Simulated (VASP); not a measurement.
Runs of VASP 6.6.1 on Y. The structure is that of space group Im-3m (No. 229), or close to it. The cells are those of the table. 

```csv
task,cell,k mesh,cutoff (eV),gap on the mesh (eV),pressure (GPa),relaxed volume (Å³/atom)
relaxation of cell and atoms,"relaxed from a = 3.634 Å, angles 109.5°, 1 atom",14 × 14 × 14,600,none,0.0,(a)
single point,"a = 3.523 Å, angles 109.5°, 1 atom",20 × 20 × 20,520,none,0.1,-
single point,"a = 3.521 Å, angles 109.5°, 1 atom",14 × 14 × 14,520,none,0.1,-
single point,"a = 3.634 Å, angles 109.5°, 1 atom",6 × 6 × 6,520,none,-2.8,-
relaxation of cell and atoms,"relaxed from a = 3.534 Å, angles 109.5°, 1 atom",20 × 20 × 20,600,none,0.0,33.69
```

Alike in all rows: level r2SCAN; potentials or basis VASP PAW PBE potentials, release 64 (Y_sv); no spin polarisation; smearing gaussian 0.1 eV.

Problem. Estimate the missing entries.

Solution. (a) 33.67.

Caveats: the PAW data sets were made with another functional, which shifts forces and pressure a little.

A k mesh can miss the band edges, and the runs leave out spin-orbit coupling on Y.

A gap of «none» marks levels without a gap at the run's occupations.
